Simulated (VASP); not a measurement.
# KF (Fm-3m) in VASP: further runs

Runs on KF. Level: PBE. Tasks: single point.

All numbers are computed with VASP 6.6.1; they aren't measurements. Logs are shortened: lines on timing, memory, paths and dates and some standing lists are left out, and cuts for length are marked.

**1. The cell of the first run**

Symmetry: Fm-3m, No. 225, cubic system. The conventional cell has a = 5.309 Å, b = 5.309 Å, c = 5.309 Å, α = 90.00°, β = 90.00°, γ = 90.00°. Within 3.5 Å of K (site symmetry m-3m) lie 6 F at 2.65 Å. F (site symmetry m-3m) has 6 K at 2.65 Å within 3.5 Å.

**2. Single point, PBE**

File INCAR:

```
PREC = Accurate ; ENCUT = 520
EDIFF = 1E-6 ; ISMEAR = 0
SIGMA = 0.01 ; LREAL = F
LASPH = T ; NELM = 60
ALGO = Normal ; ISIF = 2
LWAVE = F ; LCHARG = F
GGA = PE ; NBANDS = 15
```

File KPOINTS:

```
Automatic mesh
0
Gamma
  5 5 5
```

File POSCAR:

```
KF
1.0
    0.0000000000      2.6544130000      2.6544130000
    2.6544130000      0.0000000000      2.6544130000
    2.6544130000      2.6544130000      0.0000000000
K F
1 1
Direct
    0.0000000000      0.0000000000      0.0000000000
    0.5000000000      0.5000000000      0.5000000000
```

Potentials or basis: VASP PAW PBE potentials, release 64 (K_sv, F).

The run is started by

```sh
cat potpaw_PBE.64/K_sv/POTCAR potpaw_PBE.64/F/POTCAR > POTCAR
mpirun -np 1 vasp_std > vasp.out
```

OUTCAR:

```text
PREC = Accurate
   ENCUT = 520
   EDIFF = 1E-6
   ISMEAR = 0
   LREAL = F
   LASPH = T
   NELM = 60
   ISIF = 2
   GGA = PE

 ion  position               nearest neighbor table
   1  0.000  0.000  0.000-   2 2.65   2 2.65   2 2.65   2 2.65   2 2.65   2 2.65
   2  0.500  0.500  0.500-   1 2.65   1 2.65   1 2.65   1 2.65   1 2.65   1 2.65

  LATTYP: Found a face centered cubic cell.
 ALAT       =     5.3088260000

  Lattice vectors:

 A1 = (   0.0000000000,   2.6544130000,   2.6544130000)
 A2 = (   2.6544130000,   0.0000000000,   2.6544130000)
 A3 = (   2.6544130000,   2.6544130000,   0.0000000000)

Analysis of symmetry for initial positions (statically):
=====================================================================
 Subroutine PRICEL returns:
 Original cell was already a primitive cell.

 Routine SETGRP: Setting up the symmetry group for a
 face centered cubic supercell.

 Subroutine GETGRP returns: Found 48 space group operations
 (whereof 48 operations were pure point group operations)
 out of a pool of 48 trial point group operations.

The static configuration has the point symmetry O_h .

Analysis of symmetry for dynamics (positions and initial velocities):
=====================================================================
 Subroutine PRICEL returns:
 Original cell was already a primitive cell.

 Routine SETGRP: Setting up the symmetry group for a
 face centered cubic supercell.

 Subroutine GETGRP returns: Found 48 space group operations
 (whereof 48 operations were pure point group operations)
 out of a pool of 48 trial point group operations.

The dynamic configuration has the point symmetry O_h .

 Subroutine INISYM returns: Found 48 space group operations
 (whereof 48 operations are pure point group operations),
 and found     1 'primitive' translations

----------------------------------------------------------------------------------------

                                     Primitive cell

  volume of cell :      37.4055

  direct lattice vectors                    reciprocal lattice vectors
     0.000000000  2.654413000  2.654413000    -0.188365563  0.188365563  0.188365563
     2.654413000  0.000000000  2.654413000     0.188365563 -0.188365563  0.188365563
     2.654413000  2.654413000  0.000000000     0.188365563  0.188365563 -0.188365563

  length of vectors
     3.753906865  3.753906865  3.753906865     0.326258726  0.326258726  0.326258726

  position of ions in fractional coordinates (direct lattice)
     0.000000000  0.000000000  0.000000000
     0.500000000  0.500000000  0.500000000

  ion indices of the primitive-cell ions
   primitive index   ion index
                 1           1
                 2           2

----------------------------------------------------------------------------------------

 KPOINTS: Automatic mesh

Automatic generation of k-mesh.
 Grid dimensions read from file:
 generate k-points for:    5    5    5

 Generating k-lattice:

  Cartesian coordinates                     Fractional coordinates (reciprocal lattice)
    -0.037673113  0.037673113  0.037673113     0.200000000  0.000000000  0.000000000
     0.037673113 -0.037673113  0.037673113     0.000000000  0.200000000  0.000000000
     0.037673113  0.037673113 -0.037673113     0.000000000  0.000000000  0.200000000

  Length of vectors
     0.065251745  0.065251745  0.065251745

  Shift w.r.t. Gamma in fractional coordinates (k-lattice)
     0.000000000  0.000000000  0.000000000

 Subroutine IBZKPT returns following result:
 ===========================================

 Found     10 irreducible k-points:

 Following reciprocal coordinates:
            Coordinates               Weight
  0.000000  0.000000  0.000000      1.000000
  0.200000  0.000000  0.000000      8.000000
  0.400000  0.000000  0.000000      8.000000
  0.200000  0.200000  0.000000      6.000000
  0.400000  0.200000  0.000000     24.000000
 -0.400000  0.200000  0.000000     24.000000
 -0.200000  0.200000  0.000000     12.000000
  0.400000  0.400000  0.000000      6.000000
 -0.400000  0.400000  0.000000     12.000000
 -0.400000  0.400000  0.200000     24.000000
   k-points           NKPTS =     10   k-points in BZ     NKDIM =     10   number of bands    NBANDS=     15
   number of dos      NEDOS =    301   number of ions     NIONS =      2
   total plane-waves  NPLWV =  21952
   dimension x,y,z NGX =    28 NGY =   28 NGZ =   28
   dimension x,y,z NGXF=    56 NGYF=   56 NGZF=   56
   ions per type =               1   1
   NGX,Y,Z   is equivalent  to a cutoff of  12.40, 12.40, 12.40 a.u.
   NGXF,Y,Z  is equivalent  to a cutoff of  24.80, 24.80, 24.80 a.u.
 SYSTEM =  unknown system
   PREC   = accura    normal or accurate (medium, high low for compatibility)
   ISTART =      0    job   : 0-new  1-cont  2-samecut
   ICHARG =      2    charge: 1-file 2-atom 10-const
   ISPIN  =      1    spin polarized calculation?
   LNONCOLLINEAR =      F non collinear calculations
   LSORBIT =      F    spin-orbit coupling
   LASPH  =      T    aspherical Exc in radial PAW
   ENCUT  =  520.0 eV  38.22 Ry    6.18 a.u.   6.98  6.98  6.98*2*pi/ulx,y,z
   NELM   =     60;   NELMIN=  2; NELMDL= -5     # of ELM steps
   EDIFF  = 0.1E-05   stopping-criterion for ELM
   LREAL  =      F    real-space projection
   EDIFFG = 0.1E-04   stopping-criterion for IOM
   NSW    =      0    number of steps for IOM
   IBRION =     -1    ionic relax: 0-MD 1-quasi-New 2-CG
   NFREE  =      0    steps in history (QN), initial steepest desc. (CG)
   ISIF   =      2    stress and relaxation
   ISYM   =      2    0-nonsym 1-usesym 2-fastsym
   POTIM  = 0.5000    time-step for ionic-motion
   TEBEG  =    0.0;   TEEND  =   0.0 temperature during run
   PSTRESS=    0.0 pullay stress
   NELECT =      16.0000    total number of electrons
   NUPDOWN=      -1.0000    fix difference up-down
   EMIN   =  10.00;   EMAX   =-10.00  energy-range for DOS
   EFERMI =   0.00;   METHOD = LEGACY
   ISMEAR =     0;   SIGMA  =   0.01  broadening in eV -4-tet -1-fermi 0-gaus
   EFERMI_NEDOS =   21; number of points for ismear=-14 and -15
   IALGO  =     38    algorithm
   IMIX   =      4    mixing-type and parameters
     AMIX     =   0.40;   BMIX     =  1.00
     AMIX_MAG =   1.60;   BMIX_MAG =  1.00
  volume/ion in A,a.u.               =      18.70       126.21
  Fermi-wavevector in a.u.,A,eV,Ry     =   1.233492  2.330962 20.701298  1.521502
  Thomas-Fermi vector in A             =   2.368220
   LORBIT       =      0    0 simple, 1 ext, 2 COOP (PROOUT), +10 PAW based schemes
   GGA     = PE    functional components
   LHFCALC =     F    Hartree Fock is set to
   AEXX    =    0.0000 exact exchange contribution
   IVDW    =     0    specifies the selected vdW correction
   LEPSILON=     F    determine dielectric tensor
   LRPA    =     F    only Hartree local field effects (RPA)
 non-spin polarized calculation
 Gauss-broadening in eV      SIGMA  =   0.01
  energy-cutoff  :      520.00
  volume of cell :       37.41
 maximum number of plane-waves:      1025
   NGX = 13   NGY = 13   NGZ = 13

 number of electron      16.0000012 magnetization

 Free energy of the ion-electron system (eV)
  ---------------------------------------------------
  ext. energy  EPLUGINS =         0.00000000
  ---------------------------------------------------
  free energy    TOTEN  =        -8.28093831 eV

  energy without entropy =       -8.28093831  energy(sigma->0) =       -8.28093831

 E-fermi :  -2.5903     XC(G=0):  -8.4933

 val. band max:       -2.7510292512   @ k =   0.0000   0.0000   0.0000
 cond. band min:       3.5186987876   @ k =   0.0000   0.0000   0.0000
 fundamental gap:      6.2697280388
 Fermi energy:        -2.5903260760

 k-point     1 :       0.0000    0.0000    0.0000
  band No.  band energies     occupation
      1     -28.8348      2.00000
      2     -21.4178      2.00000
      3     -12.0704      2.00000
      4     -12.0704      2.00000
      5     -12.0704      2.00000
      6      -2.7510      2.00000
      7      -2.7510      2.00000
      8      -2.7510      2.00000
      9       3.5187      0.00000
     10       7.9826      0.00000
     11       7.9826      0.00000
     12       7.9826      0.00000
     13       9.6808      0.00000
     14       9.6808      0.00000
     15      14.3191      0.00000

 k-point     2 :       0.2000    0.0000    0.0000
  band No.  band energies     occupation
      1     -28.7993      2.00000
      2     -21.4516      2.00000
      3     -12.1703      2.00000
      4     -12.0836      2.00000
      5     -12.0836      2.00000
      6      -3.0731      2.00000
      7      -2.8802      2.00000
      8      -2.8801      2.00000
      9       4.5679      0.00000
     10       7.5051      0.00000
     11       8.4949      0.00000
     12       8.4949      0.00000
     13      10.0674      0.00000
     14      10.0674      0.00000
     15      15.8939      0.00000

 k-point     3 :       0.4000    0.0000    0.0000
  band No.  band energies     occupation
      1     -28.7408      2.00000
      2     -21.5071      2.00000
      3     -12.3290      2.00000
      4     -12.1046      2.00000
      5     -12.1046      2.00000
      6      -3.5001      2.00000
      7      -3.0808      2.00000
      8      -3.0808      2.00000
      9       6.2302      0.00000
     10       7.6691      0.00000
     11       9.2968      0.00000
     12       9.2968      0.00000
     13      11.2685      0.00000
     14      11.2685      0.00000
     15      14.2904      0.00000

 k-point     4 :       0.2000    0.2000    0.0000
  band No.  band energies     occupation
      1     -28.7888      2.00000
      2     -21.4499      2.00000
      3     -12.1542      2.00000
      4     -12.1477      2.00000
      5     -12.1477      2.00000
      6      -3.1976      2.00000
      7      -2.7882      2.00000
      8      -2.7881      2.00000
      9       4.7903      0.00000
     10       6.8309      0.00000
     11       8.9888      0.00000
     12       8.9888      0.00000
     13       9.9896      0.00000
     14      10.0715      0.00000
     15      16.5774      0.00000

 k-point     5 :       0.4000    0.2000    0.0000
  band No.  band energies     occupation
      1     -28.7403      2.00000
      2     -21.4770      2.00000
      3     -12.3481      2.00000
      4     -12.2048      2.00000
      5     -12.1853      2.00000
      6      -3.2879      2.00000
      7      -2.9710      2.00000
      8      -2.9122      2.00000
      9       6.2645      0.00000
     10       6.6546      0.00000
     11       9.3029      0.00000
     12       9.7691      0.00000
     13      10.8765      0.00000
     14      11.0325      0.00000
     15      14.6403      0.00000

 k-point     6 :      -0.4000    0.2000    0.0000
  band No.  band energies     occupation
      1     -28.7206      2.00000
      2     -21.4952      2.00000
      3     -12.4017      2.00000
      4     -12.2589      2.00000
      5     -12.1453      2.00000
      6      -3.3749      2.00000
      7      -3.0738      2.00000
      8      -2.9965      2.00000
      9       6.6548      0.00000
     10       7.5527      0.00000
     11       9.0952      0.00000
     12       9.9013      0.00000
     13      11.2735      0.00000
     14      12.2493      0.00000
     15      13.0142      0.00000

 k-point     7 :      -0.2000    0.2000    0.0000
  band No.  band energies     occupation
      1     -28.7574      2.00000
      2     -21.4794      2.00000
      3     -12.2437      2.00000
      4     -12.2335      2.00000
      5     -12.0820      2.00000
      6      -3.3388      2.00000
      7      -3.0562      2.00000
      8      -2.8441      2.00000
      9       5.7949      0.00000
     10       7.1154      0.00000
     11       9.0875      0.00000
     12       9.0914      0.00000
     13      10.4575      0.00000
     14      11.0158      0.00000
     15      15.3916      0.00000

 k-point     8 :       0.4000    0.4000    0.0000
  band No.  band energies     occupation
      1     -28.7196      2.00000
      2     -21.4470      2.00000
      3     -12.5637      2.00000
      4     -12.2730      2.00000
      5     -12.2730      2.00000
      6      -3.0626      2.00000
      7      -2.8055      2.00000
      8      -2.8055      2.00000
      9       5.6306      0.00000
     10       7.0764      0.00000
     11       9.4461      0.00000
     12      10.8189      0.00000
     13      11.0692      0.00000
     14      11.0692      0.00000
     15      14.2411      0.00000

 k-point     9 :      -0.4000    0.4000    0.0000
  band No.  band energies     occupation
      1     -28.7074      2.00000
      2     -21.4581      2.00000
      3     -12.5954      2.00000
      4     -12.3089      2.00000
      5     -12.2491      2.00000
      6      -3.0068      2.00000
      7      -2.9449      2.00000
      8      -2.9059      2.00000
      9       5.9991      0.00000
     10       8.2041      0.00000
     11       8.3675      0.00000
     12      10.9784      0.00000
     13      11.2061      0.00000
     14      12.4400      0.00000
     15      12.7870      0.00000

 k-point    10 :      -0.4000    0.4000    0.2000
  band No.  band energies     occupation
      1     -28.7124      2.00000
      2     -21.4723      2.00000
      3     -12.4627      2.00000
      4     -12.3978      2.00000
      5     -12.1633      2.00000
      6      -3.1909      2.00000
      7      -3.0035      2.00000
      8      -2.8834      2.00000
      9       6.6415      0.00000
     10       7.2664      0.00000
     11       8.7173      0.00000
     12      10.8488      0.00000
     13      10.9873      0.00000
     14      12.3140      0.00000
     15      13.1610      0.00000

------------------------ aborting loop because EDIFF is reached ----------------------------------------

  FORCE on cell =-STRESS in cart. coord.  units (eV):
  Direction    XX          YY          ZZ          XY          YZ          ZX
  --------------------------------------------------------------------------------------
  -------------------------------------------------------------------------------------
  Total        0.5064532      0.5064532      0.5064532      0.0000000      0.0000000      0.0000000
  in kB       21.6927387     21.6927387     21.6927387      0.0000000      0.0000000      0.0000000
  external PRESSURE =      21.6927387 kB  Pullay stress =       0.0000000 kB

 VOLUME and BASIS-vectors are now :
 -----------------------------------------------------------------------------
  energy-cutoff  :      520.00
  volume of cell :       37.41
      direct lattice vectors                 reciprocal lattice vectors
     0.000000000  2.654413000  2.654413000    -0.188365563  0.188365563  0.188365563
     2.654413000  0.000000000  2.654413000     0.188365563 -0.188365563  0.188365563
     2.654413000  2.654413000  0.000000000     0.188365563  0.188365563 -0.188365563

 POSITION                                       TOTAL-FORCE (eV/Angst)
 -----------------------------------------------------------------------------------
      0.00000      0.00000      0.00000        -0.000000      0.000000      0.000000
      2.65441      2.65441      2.65441         0.000000     -0.000000     -0.000000
 -----------------------------------------------------------------------------------
    total drift:                                0.000000      0.000000      0.000000

  FREE ENERGIE OF THE ION-ELECTRON SYSTEM (eV)
  ---------------------------------------------------
  free  energy   TOTEN  =        -8.2809383126 eV

  energy  without entropy=       -8.2809383126  energy(sigma->0) =       -8.28093831
```

Run time: 6.3 s. Hardware: 1 thread of Intel Xeon Platinum 8488C (Sapphire Rapids), shared host; peak memory 0.15 GiB.

What came out:

```
Free energy            : -8.2809 eV
Pressure               : 2.2 GPa
Band gap on the k mesh : 6.27 eV, direct
```

Levels at points of the mesh, in eV from the valence-band top:
```csv
k point,band 5,band 6,band 7,band 8,band 9,band 10,band 11,band 12
"(0.00, 0.00, 0.00)",-9.32,0.00,0.00,0.00,6.27,10.73,10.73,10.73
```

Expect the measured gap to be larger: semilocal functionals such as PBE lack the derivative discontinuity.

[end of part 1 of 2]
